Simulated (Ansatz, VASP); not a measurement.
Two plane-wave programs on Cu

Contents of INCAR:

```
SYSTEM = Cu
PREC     = Accurate       ! precision mode
ENCUT    = 520            ! plane-wave cutoff, eV
EDIFF    = 1E-6           ! SCF threshold, eV
ISMEAR   = -1             ! smearing method
SIGMA    = 0.1            ! smearing width, eV
LREAL    = .FALSE.        ! projectors in reciprocal space
LASPH    = .TRUE.         ! aspherical terms in the spheres
NELM     = 60             ! most SCF steps
ALGO     = Normal         ! electronic algorithm
ISIF     = 2              ! what is computed and relaxed
LWAVE    = .FALSE.        ! write WAVECAR
LCHARG   = .FALSE.        ! write CHGCAR
GGA      = RE             ! functional
NBANDS   = 12             ! bands
```

KPOINTS

```
Automatic mesh
0
G
  17 17 17
  0 0 0
```

File POSCAR:

```
Cu
1.0
   -1.4742163630      1.4742163630      1.4742163630
    1.4742163630     -1.4742163630      1.4742163630
    1.4742163630      1.4742163630     -1.4742163630
Cu
1
Direct
    0.0000000000      0.0000000000      0.0000000000
```

Input for Ansatz:

```yaml
crystal:
  lattice:
    - [-1.474216363, 1.474216363, 1.474216363]
    - [1.474216363, -1.474216363, 1.474216363]
    - [1.474216363, 1.474216363, -1.474216363]
  atoms:
    - { symbol: Cu, position: [0.0, 0.0, 0.0] }
hamiltonian:
  xc: revpbe
  pseudopotentials:
    kind: paw
    azcp:
      Cu: "pseudopotentials/Cu.paw.azcp"
basis:
  ecutwfc: 420
  fft_grid_basis: typed
kpoints:
  mp_grid: { grid: [17, 17, 17], shift: [0, 0, 0] }
magnetization:
  spin_polarized: false
scf:
  occupations: { method: fermi_dirac, width: 0.1 }
  lower_state_search: "off"
output:
  stress: true
```

Alike in both runs: task single point; functional revPBE; k mesh 17 × 17 × 17; occupations fermi-dirac, width 0.1 eV; no spin polarisation.

|  | VASP | Ansatz |
| --- | --- | --- |
| version | VASP 6.6.1 | Ansatz 0.2.0 |
| potentials or method | VASP PAW PBE potentials, release 64 (Cu), cutoff 520 eV | plane waves (420 eV) with PAW, scalar-relativistic |
| valence electrons in the cell | 11 | 19 |

Ansatz gave:

* pressure (GPa): -4.5

Q: Which values does VASP return?

A: Pressure (GPa): -4.0.

VASP's potentials were made for PBE, not for revPBE. With one functional, cell and mesh, what is left measures potentials, basis and numerics. VASP's potentials hold 11 valence electrons a cell and Ansatz's 19, so a difference there can come from the potentials and not from the codes.
